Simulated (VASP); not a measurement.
# LiH (P1) in VASP: notebook

The runs below take LiH through single point, with PBEsol.

Program: VASP 6.6.1. These are calculated values, not measurements. Logs are shortened: lines on timing, memory, paths and dates and some standing lists are left out, and cuts for length are marked.

### Step 1. The cell of the first run

The typed cell holds 12 atoms: a = 2.814 Å, b = 2.814 Å, c = 13.796 Å, α = 88.83°, β = 87.66°, γ = 60.00°.

### Step 2. Single point, PBEsol (the part above a cut slid along it)

File INCAR:

```
SYSTEM = LiH
PREC = Accurate
ENCUT = 520
EDIFF = 1E-6
ISMEAR = 0
SIGMA = 0.05
LREAL = .FALSE.
LASPH = .TRUE.
NELM = 100
ALGO = Normal
ISIF = 2
LWAVE = .FALSE.
LCHARG = .FALSE.
GGA = PS
NBANDS = 24
```

File KPOINTS:

```
Automatic mesh
0
G
  9 9 2
  0 0 0
```

File POSCAR:

```
LiH
1.0
    1.9895719486     -1.9895719486      0.0000000000
    1.9895719486      0.0000000000     -1.9895719486
    8.3562021839      7.5603734045      7.9582877942
Li H
6 6
Direct
    0.9083300000      0.0000000000      0.4583500000
    0.2749966667      0.3333333333      0.2916833333
    0.5416633333      0.6666666667      0.6250166667
    0.8083300000      1.0000000000      0.9583500000
    0.1749966667      0.3333333333      0.7916833333
    0.6416633333      0.6666666667      0.1250166667
    0.5916633333      0.6666666667      0.3750166667
   -0.0416700000      0.0000000000      0.2083500000
    0.2249966667      0.3333333333      0.5416833333
    0.4916633333      0.6666666667      0.8750166667
    0.8583300000      1.0000000000      0.7083500000
    0.3249966667      0.3333333333      0.0416833333
```

Potentials or basis: VASP PAW PBE potentials, release 64 (Li_sv, H).

The run is started by

```bash
cat potpaw_PBE.64/Li_sv/POTCAR potpaw_PBE.64/H/POTCAR > POTCAR
mpirun -np 1 vasp_std > vasp.out
```

OUTCAR:

```text
SYSTEM = LiH
   PREC = Accurate
   ENCUT = 520
   EDIFF = 1E-6
   ISMEAR = 0
   LREAL = .FALSE.
   LASPH = .TRUE.
   NELM = 100
   ISIF = 2
   GGA = PS

 ion  position               nearest neighbor table
   1  0.908  0.000  0.458-
   2  0.275  0.333  0.292-
   3  0.542  0.667  0.625-
   4  0.808  0.000  0.958-  12 1.64   6 2.58
   5  0.175  0.333  0.792-
   6  0.642  0.667  0.125-   4 2.58
   7  0.592  0.667  0.375-
   8  0.958  0.000  0.208-
   9  0.225  0.333  0.542-
  10  0.492  0.667  0.875-
  11  0.858  0.000  0.708-
  12  0.325  0.333  0.042-   4 1.64

  LATTYP: Found a base centered monoclinic cell.
 ALAT       =     2.8136796330
 B/A-ratio  =     1.7320508076
 C/A-ratio  =     4.9030602687
 COS(beta)  =    -0.0407908508

  Lattice vectors:

 A1 = (   0.0000000000,   1.9895719486,  -1.9895719486)
 A2 = (  -1.9895719486,   0.0000000000,   1.9895719486)
 A3 = (   8.3562021839,   7.5603734045,   7.9582877942)

Analysis of symmetry for initial positions (statically):
=====================================================================
 Subroutine PRICEL returns:
 Original cell was already a primitive cell.

 Routine SETGRP: Setting up the symmetry group for a
 base centered monoclinic supercell.

 Subroutine GETGRP returns: Found  1 space group operations
 (whereof  1 operations were pure point group operations)
 out of a pool of  4 trial point group operations.

The static configuration has the point symmetry C_1 .

Analysis of symmetry for dynamics (positions and initial velocities):
=====================================================================
 Subroutine PRICEL returns:
 Original cell was already a primitive cell.

 Routine SETGRP: Setting up the symmetry group for a
 base centered monoclinic supercell.

 Subroutine GETGRP returns: Found  1 space group operations
 (whereof  1 operations were pure point group operations)
 out of a pool of  4 trial point group operations.

The dynamic configuration has the point symmetry C_1 .

 Subroutine INISYM returns: Found  1 space group operations
 (whereof  1 operations are pure point group operations),
 and found     1 'primitive' translations

----------------------------------------------------------------------------------------

                                     Primitive cell

  volume of cell :      94.5062

  direct lattice vectors                    reciprocal lattice vectors
     1.989571949 -1.989571949  0.000000000     0.159163214 -0.343457463  0.159163214
     1.989571949  0.000000000 -1.989571949     0.167540226  0.167540226 -0.335080451
     8.356202184  7.560373404  7.958287794     0.041885056  0.041885056  0.041885056

  length of vectors
     2.813679633  2.813679633 13.795640818     0.410644477  0.410388064  0.072547046

  position of ions in fractional coordinates (direct lattice)
     0.908330000  0.000000000  0.458350000
     0.274996667  0.333333333  0.291683333
     0.541663333  0.666666667  0.625016667
     0.808330000  0.000000000  0.958350000
     0.174996667  0.333333333  0.791683333
     0.641663333  0.666666667  0.125016667
     0.591663333  0.666666667  0.375016667
     0.958330000  0.000000000  0.208350000
     0.224996667  0.333333333  0.541683333
     0.491663333  0.666666667  0.875016667
     0.858330000  0.000000000  0.708350000
     0.324996667  0.333333333  0.041683333

  ion indices of the primitive-cell ions
   primitive index   ion index
                 1           1
                 2           2
                 3           3
                 4           4
                 5           5
                 6           6
                 7           7
                 8           8
                 9           9
                10          10
                11          11
                12          12

----------------------------------------------------------------------------------------

 KPOINTS: Automatic mesh

Automatic generation of k-mesh.
 Grid dimensions read from file:
 generate k-points for:    9    9    2

 Generating k-lattice:

[... 43 lines left out ...]
   IVDW    =     0    specifies the selected vdW correction
   LEPSILON=     F    determine dielectric tensor
   LRPA    =     F    only Hartree local field effects (RPA)
 non-spin polarized calculation
 Gauss-broadening in eV      SIGMA  =   0.05
  energy-cutoff  :      520.00
  volume of cell :       94.51
 maximum number of plane-waves:      2564
 NGX is ok and might be reduce to    24
   NGX = 11   NGY = 11   NGZ = 51

 number of electron      24.0000012 magnetization

 Free energy of the ion-electron system (eV)
  ---------------------------------------------------
  ext. energy  EPLUGINS =         0.00000000
  ---------------------------------------------------
  free energy    TOTEN  =       -36.54453662 eV

  energy without entropy =      -36.54453662  energy(sigma->0) =      -36.54453662

 E-fermi :   0.5617     XC(G=0):  -8.6755

 val. band max:        0.2819154088   @ k =  -0.4444   0.1111   0.0000
 cond. band min:       2.9877718380   @ k =   0.4444  -0.4444  -0.0000
 fundamental gap:      2.7058564293
 Fermi energy:         0.5617157111

 k-point     1 :       0.0000    0.0000    0.0000
  band No.  band energies     occupation
      1     -43.4609      2.00000
      2     -43.4263      2.00000
      3     -43.4165      2.00000
      4     -43.3862      2.00000
      5     -43.3578      2.00000
      6     -43.3325      2.00000
[... 16 lines left out ...]
     23      16.4837      0.00000
     24      16.5940      0.00000

 k-point     2 :       0.1111    0.0000   -0.0000
  band No.  band energies     occupation
      1     -43.4559      2.00000
      2     -43.4219      2.00000
      3     -43.4128      2.00000
      4     -43.3821      2.00000
      5     -43.3536      2.00000
      6     -43.3294      2.00000
[... 16 lines left out ...]
     23      14.7248      0.00000
     24      15.0567      0.00000
[... 565 lines left out ...]
     23      13.3736      0.00000
     24      13.8346      0.00000

 k-point    24 :       0.0000    0.2222   -0.0000
  band No.  band energies     occupation
      1     -43.4430      2.00000
      2     -43.4107      2.00000
      3     -43.4030      2.00000
      4     -43.3717      2.00000
      5     -43.3428      2.00000
      6     -43.3219      2.00000
[... 16 lines left out ...]
     23      13.1746      0.00000
     24      13.4373      0.00000

 [... further k-points ...]
[... 5 lines left out ...]
  --------------------------------------------------------------------------------------
  -------------------------------------------------------------------------------------
  Total       -0.4597588      1.1264767     -0.0379928      0.3190453      0.5237412     -0.2591678
  in kB       -7.7943589     19.0973281     -0.6440982      5.4088224      8.8790622     -4.3937103
  external PRESSURE =       3.5529570 kB  Pullay stress =       0.0000000 kB

 VOLUME and BASIS-vectors are now :
 -----------------------------------------------------------------------------
  energy-cutoff  :      520.00
  volume of cell :       94.51
      direct lattice vectors                 reciprocal lattice vectors
     1.989571949 -1.989571949  0.000000000     0.159163214 -0.343457463  0.159163214
     1.989571949  0.000000000 -1.989571949     0.167540226  0.167540226 -0.335080451
     8.356202184  7.560373404  7.958287794     0.041885056  0.041885056  0.041885056

 POSITION                                       TOTAL-FORCE (eV/Angst)
 -----------------------------------------------------------------------------------
      5.63725      1.65811      3.64768        -0.009243     -0.007934     -0.008333
      3.64768      1.65811      1.65811        -0.009428     -0.008632     -0.008266
      7.62683      3.64768      3.64768        -0.010944     -0.005752     -0.007765
      9.61640      5.63725      7.62683        -0.065389     -0.768912     -0.015203
      7.62683      5.63725      5.63725        -0.028914     -0.004195     -0.014104
      3.64768     -0.33146     -0.33146        -0.048050      0.057400      0.050740
      5.63725      1.65811      1.65811         0.009344      0.007971      0.008051
      3.64768     -0.33146      1.65811         0.010115      0.009522      0.008289
      5.63725      3.64768      3.64768         0.011248      0.006136      0.008046
      9.61640      5.63725      5.63725         0.095007     -0.079918     -0.030211
      7.62683      3.64768      5.63725         0.022350     -0.002702      0.007331
      1.65811     -0.33146     -0.33146         0.023904      0.797015      0.001424
 -----------------------------------------------------------------------------------
    total drift:                               -0.000124     -0.000130     -0.000126

  FREE ENERGIE OF THE ION-ELECTRON SYSTEM (eV)
  ---------------------------------------------------
  free  energy   TOTEN  =       -36.5445366189 eV

  energy  without entropy=      -36.5445366189  energy(sigma->0) =      -36.54453662
```

Wall time 6.8 min (1 thread of Oxide Virtual Turin-like, shared host); peak memory 0.27 GiB.

What came out:

| Item | Value |
| --- | --- |
| Free energy | -36.5445 eV |
| Largest force | 0.797 eV/Å |
| Band gap on the k mesh | 2.71 eV (least direct gap 2.92 eV) |

Forces in eV/Å, atoms in the order of the input:
```
Li  -0.009 -0.008 -0.008
Li  -0.009 -0.009 -0.008
Li  -0.011 -0.006 -0.008
Li  -0.065 -0.769 -0.015
Li  -0.029 -0.004 -0.014
Li  -0.048  0.057  0.051
H    0.009  0.008  0.008
H    0.010  0.010  0.008
H    0.011  0.006  0.008
H    0.095 -0.080 -0.030
H    0.022 -0.003  0.007
H    0.024  0.797  0.001
```

Levels at points of the mesh, in eV from the valence-band top:
```
           k point  band 10  band 11  band 12  band 13  band 14  band 15
(0.00, 0.00, 0.00)    -3.85    -3.82    -2.80     4.75     7.15     7.22
(0.00, 0.00, 0.50)    -4.55    -3.16    -3.09     5.39     5.46     9.58
```

Caveat: the cell differs from its parent crystal (the part above a cut slid along it); the cutoff is under 1.25 times the usual one of these potentials, so pressure, stress and relaxed cells hold a basis-set (Pulay) error; the PAW data sets were made with another functional, which shifts forces and pressure a little. A k mesh can miss the band edges.

### Step 3. Single point, PBEsol (the part above a cut slid along it)

File INCAR:

```
SYSTEM = LiH
PREC = Accurate
ENCUT = 520
EDIFF = 1E-6
ISMEAR = 0
SIGMA = 0.05
LREAL = .False.
LASPH = .True.
NELM = 100
ALGO = Normal
ISIF = 2
LWAVE = .False.
LCHARG = .False.
GGA = PS
NBANDS = 24
```

File KPOINTS:

```
regular mesh
0
Gamma
  9 9 2
  0 0 0
```

File POSCAR:

```
LiH
1.0
    1.9895719486     -1.9895719486      0.0000000000
    1.9895719486      0.0000000000     -1.9895719486
    8.7541165736      7.1624590148      7.9582877942
Li H
6 6
Direct
    0.8166600000      0.0000000000      0.4583500000
    0.2166600000      0.3333333333      0.2916833333
    0.4166600000      0.6666666667      0.6250166667
    0.6166600000      1.0000000000      0.9583500000
    0.0166600000      0.3333333333      0.7916833333
    0.6166600000      0.6666666667      0.1250166667
    0.5166600000      0.6666666667      0.3750166667
   -0.0833400000      0.0000000000      0.2083500000
    0.1166600000      0.3333333333      0.5416833333
    0.3166600000      0.6666666667      0.8750166667
    0.7166600000      1.0000000000      0.7083500000
    0.3166600000      0.3333333333      0.0416833333
```

Potentials or basis: VASP PAW PBE potentials, release 64 (Li_sv, H).

The run is started by

```bash
cat potpaw_PBE.64/Li_sv/POTCAR potpaw_PBE.64/H/POTCAR > POTCAR
mpirun -np 1 vasp_std > vasp.out
```

Wall time 6.4 min (1 thread of Oxide Virtual Turin-like, shared host); peak memory 0.27 GiB.

Results (log left out):

```
Free energy            : -36.1435 eV
Largest force          : 2.113 eV/Å
Band gap on the k mesh : 2.64 eV (least direct gap 2.89 eV)
```

Forces on the atoms (eV/Å):
```
Li  -0.028 -0.027 -0.026
Li  -0.029 -0.028 -0.026
Li  -0.028 -0.024 -0.025
Li  -1.119 -1.791 -0.056
Li  -0.060 -0.043 -0.045
Li  -0.023  0.047  0.141
H    0.028  0.027  0.025
H    0.032  0.031  0.025
H    0.029  0.025  0.025
H    0.089 -0.042 -0.091
H    0.040  0.021  0.023
H    1.070  1.804  0.029
```

Levels at points of the mesh, in eV from the valence-band top:
| k point | band 10 | band 11 | band 12 | band 13 | band 14 | band 15 |
| --- | --- | --- | --- | --- | --- | --- |
| (0.00, 0.00, 0.00) | -3.89 | -3.78 | -2.81 | 4.77 | 7.08 | 7.27 |
| (0.00, 0.00, 0.50) | -4.52 | -3.24 | -3.03 | 5.32 | 5.55 | 9.45 |

Caveat: the cell differs from its parent crystal (the part above a cut slid along it); the cutoff is under 1.25 times the usual one of these potentials, so pressure, stress and relaxed cells hold a basis-set (Pulay) error; the PAW data sets were made with another functional, which shifts forces and pressure a little. A k mesh can miss the band edges.

### Step 4. Single point, PBEsol (the part above a cut slid along it)

File INCAR:

```
PREC     = Accurate       # precision mode
ENCUT    = 520            # plane-wave cutoff, eV
EDIFF    = 1E-6           # SCF threshold, eV
ISMEAR   = 0              # smearing method
SIGMA    = 0.05           # smearing width, eV
LREAL    = False          # projectors in reciprocal space
LASPH    = True           # aspherical terms in the spheres
NELM     = 80             # most SCF steps
ALGO     = Normal         # electronic algorithm
ISIF     = 2              # what is computed and relaxed
LWAVE    = False          # write WAVECAR
LCHARG   = False          # write CHGCAR
GGA      = PS             # functional
NBANDS   = 24             # bands
```

File KPOINTS:

```
regular mesh
0
Gamma
  9 9 2
```

File POSCAR:

```
LiH
1.0
    1.9895719486     -1.9895719486      0.0000000000
    1.9895719486      0.0000000000     -1.9895719486
    8.1572449891      7.7593305993      7.9582877942
Li H
6 6
Direct
    0.9541650000      0.0000000000      0.4583500000
    0.3041650000      0.3333333333      0.2916833333
    0.6041650000      0.6666666667      0.6250166667
    0.9041650000      1.0000000000      0.9583500000
    0.2541650000      0.3333333333      0.7916833333
    0.6541650000      0.6666666667      0.1250166667
    0.6291650000      0.6666666667      0.3750166667
   -0.0208350000      0.0000000000      0.2083500000
    0.2791650000      0.3333333333      0.5416833333
    0.5791650000      0.6666666667      0.8750166667
    0.9291650000      1.0000000000      0.7083500000
    0.3291650000      0.3333333333      0.0416833333
```

The run is started by

```bash
cat potpaw_PBE.64/Li_sv/POTCAR potpaw_PBE.64/H/POTCAR > POTCAR
mpirun -np 1 vasp_std > vasp.out
```

Run time: 7.3 min. Hardware: 1 thread of Oxide Virtual Turin-like, shared host; peak memory 0.26 GiB.

It converged, with:

| Quantity | Value |
| --- | --- |
| Free energy | -36.6781 eV |
| Largest force | 0.307 eV/Å |
| Band gap on the k mesh | 2.86 eV |

Forces in eV/Å, atoms in the order of the input:
```
Li  -0.003 -0.002 -0.002
Li  -0.003 -0.002 -0.002
Li  -0.004 -0.001 -0.002
Li   0.073 -0.275 -0.003
Li  -0.011  0.003 -0.004
Li  -0.030  0.033  0.014
H    0.003  0.002  0.002
H    0.003  0.002  0.002
H    0.004  0.001  0.002
H    0.053 -0.049 -0.008
H    0.010 -0.005  0.002
H   -0.094  0.293 -0.001
```

Levels at points of the mesh, in eV from the valence-band top:
| k point | band 9 | band 10 | band 11 | band 12 | band 13 | band 14 | band 15 | band 16 |
| --- | --- | --- | --- | --- | --- | --- | --- | --- |
| (0.00, 0.00, 0.00) | -5.11 | -3.80 | -3.79 | -2.76 | 4.77 | 7.22 | 7.23 | 12.50 |
| (0.00, 0.00, 0.50) | -4.54 | -4.53 | -3.09 | -3.07 | 5.45 | 5.46 | 9.67 | 9.69 |

Caveat: the cell differs from its parent crystal (the part above a cut slid along it); the cutoff is under 1.25 times the usual one of these potentials, so pressure, stress and relaxed cells hold a basis-set (Pulay) error; the PAW data sets were made with another functional, which shifts forces and pressure a little.

### Step 5. Single point, PBEsol (the part above a cut slid along it)

File INCAR:

```
PREC = Accurate
ENCUT = 520
EDIFF = 1E-7
ISMEAR = 0
SIGMA = 0.05
LREAL = F
LASPH = T
NELM = 100
ALGO = Normal
ISIF = 2
LWAVE = F
LCHARG = F
GGA = PS
NBANDS = 24
```

File KPOINTS:

```
Automatic mesh
0
Gamma
  9 9 2
```

File POSCAR:

```
LiH
1.0
    1.9895719486     -1.9895719486      0.0000000000
    1.9895719486      0.0000000000     -1.9895719486
    8.5551593788      7.3614162096      7.9582877942
Li H
6 6
Direct
    0.8624950000      0.0000000000      0.4583500000
    0.2458283333      0.3333333333      0.2916833333
    0.4791616667      0.6666666667      0.6250166667
    0.7124950000      1.0000000000      0.9583500000
    0.0958283333      0.3333333333      0.7916833333
    0.6291616667      0.6666666667      0.1250166667
    0.5541616667      0.6666666667      0.3750166667
   -0.0625050000      0.0000000000      0.2083500000
    0.1708283333      0.3333333333      0.5416833333
    0.4041616667      0.6666666667      0.8750166667
    0.7874950000      1.0000000000      0.7083500000
    0.3208283333      0.3333333333      0.0416833333
```

The run is started by

```bash
cat potpaw_PBE.64/Li_sv/POTCAR potpaw_PBE.64/H/POTCAR > POTCAR
mpirun -np 1 vasp_std > vasp.out
```

It took 8 min on 1 thread of Oxide Virtual Turin-like, shared host; peak memory 0.27 GiB.

The run converged. Its results:

* Free energy: -36.3423 eV
* Largest force: 1.466 eV/Å
* Band gap on the k mesh: 2.62 eV (least direct gap 2.87 eV)

Forces on the atoms (eV/Å):
```
Li  -0.019 -0.017 -0.017
Li  -0.019 -0.019 -0.017
Li  -0.020 -0.015 -0.016
Li  -0.475 -1.376 -0.036
Li  -0.048 -0.021 -0.029
Li  -0.046  0.063  0.099
H    0.019  0.017  0.017
H    0.021  0.020  0.017
H    0.021  0.015  0.017
H    0.112 -0.080 -0.061
H    0.034  0.007  0.015
H    0.420  1.405  0.013
```

Levels at points of the mesh, in eV from the valence-band top:
```csv
k point,band 8,band 9,band 10,band 11,band 12,band 13,band 14,band 15,band 16,band 17
"(0.00, 0.00, 0.00)",-5.18,-5.12,-3.88,-3.81,-2.82,4.75,7.10,7.24,12.16,12.52
"(0.00, 0.00, 0.50)",-5.46,-4.60,-4.55,-3.21,-3.07,5.34,5.50,9.50,9.68,13.60
```

Caveat: the cell differs from its parent crystal (the part above a cut slid along it); the cutoff is under 1.25 times the usual one of these potentials, so pressure, stress and relaxed cells hold a basis-set (Pulay) error; the PAW data sets were made with another functional, which shifts forces and pressure a little.

### Step 6. The runs side by side

| cell | gap on the mesh (eV) | largest force (eV/Å) |
| --- | --- | --- |
| a = 2.814, b = 2.814, c = 13.796 Å, angles 88.8, 87.7, 60.0°, 12 atoms | 2.71 | 0.80 |
| a = 2.814, b = 2.814, c = 13.830 Å, angles 87.7, 85.3, 60.0°, 12 atoms | 2.64 | 2.11 |
| a = 2.814, b = 2.814, c = 13.787 Å, angles 89.4, 88.8, 60.0°, 12 atoms | 2.86 | 0.31 |
| a = 2.814, b = 2.814, c = 13.810 Å, angles 88.2, 86.5, 60.0°, 12 atoms | 2.62 | 1.47 |

Alike in all rows: task single point; level PBEsol; potentials or basis VASP PAW PBE potentials, release 64 (Li_sv, H); no spin polarisation; k mesh 9 × 9 × 2; cutoff (eV) 520; smearing gaussian 0.05 eV.

Caveats: the cutoff is under 1.25 times the usual one of these potentials, so pressure, stress and relaxed cells hold a basis-set (Pulay) error; the PAW data sets were made with another functional, which shifts forces and pressure a little.

Absolute energies hang on the potentials; compare differences alone.
